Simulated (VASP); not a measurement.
# Ti2In (P6/mmm) in VASP: further runs, part 2 of 2

VASP 6.6.1. The steps go on from the part before.

## Step 4: Single point, PBE, collinear spin, ferromagnetic start

This run uses another cell than the first one, of 18.44 Å³/atom, 1.143 times its volume.

INCAR reads:

```
PREC = Accurate
ENCUT = 520
EDIFF = 1E-6
ISMEAR = 0
SIGMA = 0.1
LREAL = False
LASPH = True
NELM = 150
ALGO = Normal
ISIF = 2
LWAVE = False
LCHARG = True
ISPIN = 2
MAGMOM = 1 1 0
LORBIT = 11
LMAXMIX = 4
GGA = PE
LELF = True
LVHAR = True
NBANDS = 30
```

KPOINTS reads:

```
regular mesh
0
Gamma
  6 6 6
```

POSCAR reads:

```
Ti2In
1.0
    4.7310691665      0.0000000000      0.0000000000
   -2.3655345833      4.0972260853      0.0000000000
    0.0000000000      0.0000000000      2.8543841317
Ti In
2 1
Direct
    0.3333333333      0.6666666667      0.5000000000
    0.6666666667      0.3333333333      0.5000000000
    0.0000000000      0.0000000000      0.0000000000
```

Potentials or basis: VASP PAW PBE potentials, release 64 (Ti_sv, In_d).

The run is started by

```bash
$ cat potpaw_PBE.64/Ti_sv/POTCAR potpaw_PBE.64/In_d/POTCAR > POTCAR
$ mpirun -np 1 vasp_std > vasp.out
```

OUTCAR:

```text
PREC = Accurate
   ENCUT = 520
   EDIFF = 1E-6
   ISMEAR = 0
   LREAL = False
   LASPH = True
   NELM = 150
   ISIF = 2
   ISPIN = 2
   LORBIT = 11
   GGA = PE

 ion  position               nearest neighbor table
   1  0.333  0.667  0.500-   2 2.73   2 2.73   2 2.73   3 3.08   3 3.08   3 3.08   3 3.08   3 3.08
                             3 3.08
   2  0.667  0.333  0.500-   1 2.73   1 2.73   1 2.73   3 3.08   3 3.08   3 3.08   3 3.08   3 3.08
                             3 3.08
   3  0.000  0.000  0.000-   1 3.08   2 3.08   1 3.08   2 3.08   2 3.08   2 3.08   1 3.08   1 3.08
                             2 3.08   2 3.08   1 3.08   1 3.08

  LATTYP: Found a hexagonal cell.
 ALAT       =     4.7310691665
 C/A-ratio  =     0.6033274998

  Lattice vectors:

 A1 = (   4.7310691665,   0.0000000000,   0.0000000000)
 A2 = (  -2.3655345833,   4.0972260853,   0.0000000000)
 A3 = (   0.0000000000,   0.0000000000,   2.8543841317)

Analysis of symmetry for initial positions (statically):
=====================================================================
 Subroutine PRICEL returns:
 Original cell was already a primitive cell.

[... 998 lines left out ...]
      6     -23.3806      1.00000
[... 781 lines left out ...]
     29      15.3226      0.00000
     30      15.7772      0.00000

 [... further k-points ...]
[... 5 lines left out ...]
  --------------------------------------------------------------------------------------
  -------------------------------------------------------------------------------------
  Total        0.1335616      0.1335616      0.7710293     -0.0000000      0.0000000      0.0000000
  in kB        3.8675023      3.8675023     22.3264588     -0.0000000      0.0000000      0.0000000
  external PRESSURE =      10.0204878 kB  Pullay stress =       0.0000000 kB

 VOLUME and BASIS-vectors are now :
 -----------------------------------------------------------------------------
  energy-cutoff  :      520.00
  volume of cell :       55.33
      direct lattice vectors                 reciprocal lattice vectors
     4.731069167  0.000000000  0.000000000     0.211368713  0.122033783  0.000000000
    -2.365534583  4.097226085  0.000000000     0.000000000  0.244067566  0.000000000
     0.000000000  0.000000000  2.854384132     0.000000000  0.000000000  0.350338270

 POSITION                                       TOTAL-FORCE (eV/Angst)
 -----------------------------------------------------------------------------------
     -0.00000      2.73148      1.42719        -0.000000     -0.000000      0.000000
      2.36553      1.36574      1.42719         0.000000      0.000000     -0.000000
      0.00000      0.00000      0.00000         0.000000      0.000000     -0.000000
 -----------------------------------------------------------------------------------
    total drift:                                0.000000      0.000000     -0.000000

  FREE ENERGIE OF THE ION-ELECTRON SYSTEM (eV)
  ---------------------------------------------------
  free  energy   TOTEN  =       -18.2051323517 eV

  energy  without entropy=      -18.1821403606  energy(sigma->0) =      -18.19363636

 total charge

# of ion       s       p       d       tot
------------------------------------------
    1        2.205   6.086   1.981  10.272
    2        2.205   6.086   1.981  10.272
    3        0.842   0.880   9.866  11.588
--------------------------------------------------
tot          5.251  13.052  13.828  32.131

 magnetization (x)

# of ion       s       p       d       tot
------------------------------------------
    1        0.020   0.027   0.623   0.669
    2        0.020   0.027   0.623   0.669
    3       -0.013  -0.029   0.009  -0.033
--------------------------------------------------
tot          0.026   0.024   1.255   1.304
```

OSZICAR:

```text
N       E                     dE             d eps       ncg     rms          rms(c)
DAV:   1     0.431852585564E+03    0.43185E+03   -0.17643E+04  3376   0.162E+03
DAV:   2     0.304023858479E+02   -0.40145E+03   -0.38974E+03  3402   0.467E+02
DAV:   3    -0.147363455173E+02   -0.45139E+02   -0.44059E+02  4902   0.146E+02
DAV:   4    -0.197109964714E+02   -0.49747E+01   -0.47585E+01  5162   0.377E+01
DAV:   5    -0.199422482729E+02   -0.23125E+00   -0.23121E+00  4422   0.690E+00    0.132E+01
DAV:   6    -0.182025126530E+02    0.17397E+01   -0.64789E+00  4070   0.215E+01    0.456E+00
DAV:   7    -0.181975701128E+02    0.49425E-02   -0.51730E-01  4568   0.653E+00    0.234E+00
DAV:   8    -0.181966961172E+02    0.87400E-03   -0.72798E-02  4812   0.219E+00    0.138E+00
DAV:   9    -0.182016534924E+02   -0.49574E-02   -0.11229E-02  4558   0.804E-01    0.645E-01
DAV:  10    -0.182039405823E+02   -0.22871E-02   -0.43151E-03  4504   0.527E-01    0.224E-01
DAV:  11    -0.182046584973E+02   -0.71792E-03   -0.13325E-03  4396   0.213E-01    0.967E-02
DAV:  12    -0.182049457949E+02   -0.28730E-03   -0.84194E-04  4010   0.131E-01    0.592E-02
DAV:  13    -0.182050207578E+02   -0.74963E-04   -0.16503E-04  4360   0.518E-02    0.413E-02
DAV:  14    -0.182050857347E+02   -0.64977E-04   -0.18467E-04  3744   0.450E-02    0.241E-02
DAV:  15    -0.182051212465E+02   -0.35512E-04   -0.14052E-04  3858   0.422E-02    0.127E-02
DAV:  16    -0.182051305587E+02   -0.93123E-05   -0.50533E-05  4168   0.254E-02    0.560E-03
DAV:  17    -0.182051321163E+02   -0.15575E-05   -0.96086E-06  3680   0.113E-02    0.301E-03
DAV:  18    -0.182051323517E+02   -0.23548E-06   -0.42411E-07  2250   0.410E-03
   1 F= -.18205132E+02 E0= -.18193636E+02  d E =-.229920E-01  mag=     1.6926
```

Run time: 47 s. Hardware: 1 thread of Intel Xeon 6975P-C (Granite Rapids), shared host; peak memory 0.23 GiB.

Results:

```
Free energy                                           : -18.2051 eV
Pressure                                              : 1.0 GPa
Net moment                                            : 1.69 μB per cell
Site moments                                          : Ti +0.67; In -0.03 μB
Valence electrons inside the program's atomic spheres : Ti 10.27; In 11.59
```

Levels at points of the mesh, in eV from the Fermi level:
Spin up:
| k point | band 17 | band 18 | band 19 | band 20 | band 21 | band 22 |
| --- | --- | --- | --- | --- | --- | --- |
| (0.00, 0.00, 0.00) | -1.61 | -0.67 | -0.29 | -0.29 | 1.67 | 1.67 |
| (0.50, 0.00, 0.00) | -1.73 | -0.99 | -0.67 | -0.66 | 1.56 | 1.70 |
| (0.00, 0.00, 0.50) | -1.18 | 0.01 | 0.01 | 0.45 | 0.45 | 0.63 |
| (0.50, 0.00, 0.50) | -1.71 | -0.73 | -0.41 | -0.18 | 1.48 | 2.19 |
Spin down:
```tsv
k point	band 14	band 15	band 16	band 17	band 18	band 19	band 20	band 21
(0.00, 0.00, 0.00)	-8.62	-2.06	-2.06	-0.81	0.17	0.50	0.50	2.02
(0.50, 0.00, 0.00)	-7.37	-4.62	-1.53	-1.32	-0.04	0.09	0.28	1.90
(0.00, 0.00, 0.50)	-3.88	-3.64	-0.88	-0.88	0.20	0.20	1.05	1.05
(0.50, 0.00, 0.50)	-3.75	-2.76	-2.11	-1.51	0.14	0.45	0.62	1.78
```

Caveat: the k points lie up to 0.37 Å⁻¹ apart; spin-orbit coupling is left out, which moves the levels of the heavy elements.

## Step 5: Overview

```tsv
spin	cell	gap on the mesh (eV)	pressure (GPa)
off	a = 4.225, b = 4.225, c = 3.131 Å, angles 90.0, 90.0, 120.0°, 3 atoms	none	19.2
off	a = 4.731, b = 4.731, c = 2.854 Å, angles 90.0, 90.0, 120.0°, 3 atoms	none	0.1
collinear, ferromagnetic start	a = 4.731, b = 4.731, c = 2.854 Å, angles 90.0, 90.0, 120.0°, 3 atoms	none	1.0
```

Alike in all rows: task single point; level PBE; potentials or basis VASP PAW PBE potentials, release 64 (Ti_sv, In_d); k mesh 6 × 6 × 6; cutoff (eV) 520; smearing gaussian 0.1 eV.

Caveats: some runs use coarse meshes; spin-orbit coupling is left out, which moves the levels of the heavy elements.

Total energies depend on the potentials used, so only differences within one code and one set of settings carry meaning.
